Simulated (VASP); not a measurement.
Input of a VASP 6.6.1 run:

POSCAR

```
SiC
1.0
    9.2342040000      0.0000000000      0.0000000000
    0.0000000000     10.6627400000      0.0000000000
    0.0000000000      0.0000000000     10.0759470000
Si C
48 48
Direct
    0.0000000000      0.0000000000      0.4998400000
    0.3333330000      0.0000000000      0.4998400000
    0.1666670000      0.2500000000      0.4998400000
    0.0000000000      0.5000000000      0.4998400000
    0.6666670000      0.0000000000      0.4998400000
    0.5000000000      0.2500000000      0.4998400000
    0.3333330000      0.5000000000      0.4998400000
    0.1666670000      0.7500000000      0.4998400000
    0.8333330000      0.2500000000      0.4998400000
    0.6666670000      0.5000000000      0.4998400000
    0.5000000000      0.7500000000      0.4998400000
    0.8333330000      0.7500000000      0.4998400000
    0.0000000000      0.1666670000      0.2499120000
    0.3333330000      0.1666670000      0.2499120000
    0.1666670000      0.4166670000      0.2499120000
    0.0000000000      0.6666670000      0.2499120000
    0.6666670000      0.1666670000      0.2499120000
    0.5000000000      0.4166670000      0.2499120000
    0.3333330000      0.6666670000      0.2499120000
    0.1666670000      0.9166670000      0.2499120000
    0.8333330000      0.4166670000      0.2499120000
    0.6666670000      0.6666670000      0.2499120000
    0.5000000000      0.9166670000      0.2499120000
    0.8333330000      0.9166670000      0.2499120000
    0.1666670000      0.0833330000      0.7499120000
    0.0000000000      0.3333330000      0.7499120000
    0.5000000000      0.0833330000      0.7499120000
    0.3333330000      0.3333330000      0.7499120000
    0.1666670000      0.5833330000      0.7499120000
    0.0000000000      0.8333330000      0.7499120000
    0.8333330000      0.0833330000      0.7499120000
    0.6666670000      0.3333330000      0.7499120000
    0.5000000000      0.5833330000      0.7499120000
    0.3333330000      0.8333330000      0.7499120000
    0.8333330000      0.5833330000      0.7499120000
    0.6666670000      0.8333330000      0.7499120000
    0.0000000000      0.0000000000      0.9998400000
    0.3333330000      0.0000000000      0.9998400000
    0.1666670000      0.2500000000      0.9998400000
    0.0000000000      0.5000000000      0.9998400000
    0.6666670000      0.0000000000      0.9998400000
    0.5000000000      0.2500000000      0.9998400000
    0.3333330000      0.5000000000      0.9998400000
    0.1666670000      0.7500000000      0.9998400000
    0.8333330000      0.2500000000      0.9998400000
    0.6666670000      0.5000000000      0.9998400000
    0.5000000000      0.7500000000      0.9998400000
    0.8333330000      0.7500000000      0.9998400000
    0.0000000000      0.0000000000      0.1873030000
    0.3333330000      0.0000000000      0.1873030000
    0.1666670000      0.2500000000      0.1873030000
    0.0000000000      0.5000000000      0.1873030000
    0.6666670000      0.0000000000      0.1873030000
    0.5000000000      0.2500000000      0.1873030000
    0.3333330000      0.5000000000      0.1873030000
    0.1666670000      0.7500000000      0.1873030000
    0.8333330000      0.2500000000      0.1873030000
    0.6666670000      0.5000000000      0.1873030000
    0.5000000000      0.7500000000      0.1873030000
    0.8333330000      0.7500000000      0.1873030000
    0.0000000000      0.0000000000      0.6873030000
    0.3333330000      0.0000000000      0.6873030000
    0.1666670000      0.2500000000      0.6873030000
    0.0000000000      0.5000000000      0.6873030000
    0.6666670000      0.0000000000      0.6873030000
    0.5000000000      0.2500000000      0.6873030000
    0.3333330000      0.5000000000      0.6873030000
    0.1666670000      0.7500000000      0.6873030000
    0.8333330000      0.2500000000      0.6873030000
    0.6666670000      0.5000000000      0.6873030000
    0.5000000000      0.7500000000      0.6873030000
    0.8333330000      0.7500000000      0.6873030000
    0.0000000000      0.1666670000      0.4379450000
    0.3333330000      0.1666670000      0.4379450000
    0.1666670000      0.4166670000      0.4379450000
    0.0000000000      0.6666670000      0.4379450000
    0.6666670000      0.1666670000      0.4379450000
    0.5000000000      0.4166670000      0.4379450000
    0.3333330000      0.6666670000      0.4379450000
    0.1666670000      0.9166670000      0.4379450000
    0.8333330000      0.4166670000      0.4379450000
    0.6666670000      0.6666670000      0.4379450000
    0.5000000000      0.9166670000      0.4379450000
    0.8333330000      0.9166670000      0.4379450000
    0.1666670000      0.0833330000      0.9379450000
    0.0000000000      0.3333330000      0.9379450000
    0.5000000000      0.0833330000      0.9379450000
    0.3333330000      0.3333330000      0.9379450000
    0.1666670000      0.5833330000      0.9379450000
    0.0000000000      0.8333330000      0.9379450000
    0.8333330000      0.0833330000      0.9379450000
    0.6666670000      0.3333330000      0.9379450000
    0.5000000000      0.5833330000      0.9379450000
    0.3333330000      0.8333330000      0.9379450000
    0.8333330000      0.5833330000      0.9379450000
    0.6666670000      0.8333330000      0.9379450000
```

INCAR.step1

```
SYSTEM = SiC
PREC     = Accurate       ! precision mode
ENCUT    = 520            ! plane-wave cutoff, eV
ISMEAR   = -1             ! smearing method
SIGMA    = 0.05           ! smearing width, eV
LREAL    = Auto         
LASPH    = .TRUE.         ! aspherical terms in the spheres
NELM     = 60             ! most SCF steps
NBANDS   = 246            ! bands
GGA      = PE             ! functional
ALGO     = Normal         ! electronic algorithm
EDIFF    = 1E-4           ! SCF threshold, eV
LWAVE    = .TRUE.         ! write WAVECAR
LCHARG   = .FALSE.        ! write CHGCAR
```

Contents of INCAR.step2:

```
SYSTEM = SiC
PREC     = Accurate       ! precision mode
ENCUT    = 520            ! plane-wave cutoff, eV
EDIFF    = 1E-6           ! SCF threshold, eV
ISMEAR   = -1             ! smearing method
SIGMA    = 0.05           ! smearing width, eV
LREAL    = Auto         
LASPH    = .TRUE.         ! aspherical terms in the spheres
NELM     = 60             ! most SCF steps
ALGO     = Normal         ! electronic algorithm
ISIF     = 2              ! what is computed and relaxed
LWAVE    = .FALSE.        ! write WAVECAR
LCHARG   = .TRUE.         ! write CHGCAR
METAGGA  = R2SCAN         ! meta-GGA
LMIXTAU  = .TRUE.       
LELF     = .TRUE.         ! ELF
LVHAR    = .TRUE.       
NBANDS   = 246            ! bands
ISTART   = 1
```

KPOINTS

```
Automatic mesh
0
G
  1 1 1
  0 0 0
```

Potentials or basis: VASP PAW PBE potentials, release 64 (Si, C).

Run with:

```sh
$ cat potpaw_PBE.64/Si/POTCAR potpaw_PBE.64/C/POTCAR > POTCAR
$ cp INCAR.step1 INCAR
$ mpirun -np 1 vasp_gam > vasp.out
$ cp INCAR.step2 INCAR
$ mpirun -np 1 vasp_gam > vasp.out
```

Task: What does it give for the band gap on the k mesh?

Result: 2.60 eV.

Task: Predict the largest force.

Result: 0.118 eV/Å.

Forces in eV/Å, atoms in the order of the input:
```
Si   0.000 -0.056  0.058
Si   0.000 -0.056  0.058
Si   0.000 -0.056  0.058
Si   0.000 -0.056  0.058
Si   0.000 -0.056  0.058
Si   0.000 -0.056  0.058
Si   0.000 -0.056  0.058
Si   0.000 -0.056  0.058
Si   0.000 -0.056  0.058
Si   0.000 -0.056  0.058
Si   0.000 -0.056  0.058
Si   0.000 -0.056  0.058
Si   0.000  0.039 -0.101
Si   0.000  0.039 -0.101
Si   0.000  0.039 -0.101
Si   0.000  0.039 -0.101
Si   0.000  0.039 -0.101
Si   0.000  0.039 -0.101
Si   0.000  0.039 -0.101
Si   0.000  0.039 -0.101
Si   0.000  0.039 -0.101
Si   0.000  0.039 -0.101
Si   0.000  0.039 -0.101
Si   0.000  0.039 -0.101
Si   0.000 -0.039 -0.101
Si   0.000 -0.039 -0.101
Si   0.000 -0.039 -0.101
Si   0.000 -0.039 -0.101
Si   0.000 -0.039 -0.101
Si   0.000 -0.039 -0.101
Si   0.000 -0.039 -0.101
Si   0.000 -0.039 -0.101
Si   0.000 -0.039 -0.101
Si   0.000 -0.039 -0.101
Si   0.000 -0.039 -0.101
Si   0.000 -0.039 -0.101
Si   0.000  0.056  0.058
Si   0.000  0.056  0.058
Si   0.000  0.056  0.058
Si   0.000  0.056  0.058
Si   0.000  0.056  0.058
Si   0.000  0.056  0.058
Si   0.000  0.056  0.058
Si   0.000  0.056  0.058
Si   0.000  0.056  0.058
Si   0.000  0.056  0.058
Si   0.000  0.056  0.058
Si   0.000  0.056  0.058
C    0.000 -0.039 -0.032
C    0.000 -0.039 -0.032
C    0.000 -0.039 -0.032
C    0.000 -0.039 -0.032
C    0.000 -0.039 -0.032
C    0.000 -0.039 -0.032
C    0.000 -0.039 -0.032
C    0.000 -0.039 -0.032
C    0.000 -0.039 -0.032
C    0.000 -0.039 -0.032
C    0.000 -0.039 -0.032
C    0.000 -0.039 -0.032
C    0.000  0.039 -0.032
C    0.000  0.039 -0.032
C    0.000  0.039 -0.032
C    0.000  0.039 -0.032
C    0.000  0.039 -0.032
C    0.000  0.039 -0.032
C    0.000  0.039 -0.032
C    0.000  0.039 -0.032
C    0.000  0.039 -0.032
C    0.000  0.039 -0.032
C    0.000  0.039 -0.032
C    0.000  0.039 -0.032
C    0.000  0.092  0.075
C    0.000  0.092  0.075
C    0.000  0.092  0.075
C    0.000  0.092  0.075
C    0.000  0.092  0.075
C    0.000  0.092  0.075
C    0.000  0.092  0.075
C    0.000  0.092  0.075
C    0.000  0.092  0.075
C    0.000  0.092  0.075
C    0.000  0.092  0.075
C    0.000  0.092  0.075
C    0.000 -0.092  0.075
C    0.000 -0.092  0.075
C    0.000 -0.092  0.075
C    0.000 -0.092  0.075
C    0.000 -0.092  0.075
C    0.000 -0.092  0.075
C    0.000 -0.092  0.075
C    0.000 -0.092  0.075
C    0.000 -0.092  0.075
C    0.000 -0.092  0.075
C    0.000 -0.092  0.075
C    0.000 -0.092  0.075
```

Caveat: the k points lie up to 0.68 Å⁻¹ apart; the PAW data sets were made with another functional, which shifts forces and pressure a little; an odd mesh through Γ misses points on the zone boundary, where band edges can lie.
